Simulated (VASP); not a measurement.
Wanted: the native input for a VASP 6.6.1 run.

| Property | Result |
| --- | --- |
| Task | single point |
| Functional | PBE |
| Potentials or basis | VASP PAW PBE potentials, release 64 (Cs_sv) |
| Cutoff | 520 eV |
| k mesh | 6 × 4 × 1 |
| Occupations | fermi-dirac, width 0.05 eV |
| Spin | no spin polarisation |
| Dipole correction | yes |
| Further INCAR settings | ALGO = Normal; EDIFF = 1e-06; NBANDS = 16 |

The structure of Cs lies in POSCAR:

```
Cs
1.0
    5.4974881302      0.0000000000      0.0000000000
    0.0000000000      8.9059307710      0.0000000000
    0.0000000000      0.0000000000     21.5870000000
Cs
2
Direct
    0.7500000000      0.7500000000      0.4823001324
    0.2500000000      0.2500000000      0.5176998676
```

One way to write it, as run:

INCAR

```
PREC = Accurate
ENCUT = 520
EDIFF = 1E-6
ISMEAR = -1
SIGMA = 0.05
LREAL = False
LASPH = True
NELM = 80
ALGO = Normal
ISIF = 2
LWAVE = False
LCHARG = True
LDIPOL = True
IDIPOL = 3
DIPOL = 0.5 0.5 0.500
GGA = PE
LELF = True
LVHAR = True
LVACPOTAV = True
NBANDS = 16
```

KPOINTS

```
Automatic mesh
0
Gamma
  6 4 1
```

Potentials or basis: VASP PAW PBE potentials, release 64 (Cs_sv).

Command:

```bash
$ cat potpaw_PBE.64/Cs_sv/POTCAR > POTCAR
$ mpirun -np 1 vasp_std > vasp.out
```

Results of the run:

The band gap on the k mesh is zero (bands 9 and 10 overlap by 0.92 eV).

Caveat: spin-orbit coupling is left out, which moves the levels of the heavy elements.

It took 3.1 min on 1 thread of AMD EPYC 9R45 96-Core Processor (Zen 5) (shared host), peak memory 0.9 GiB.
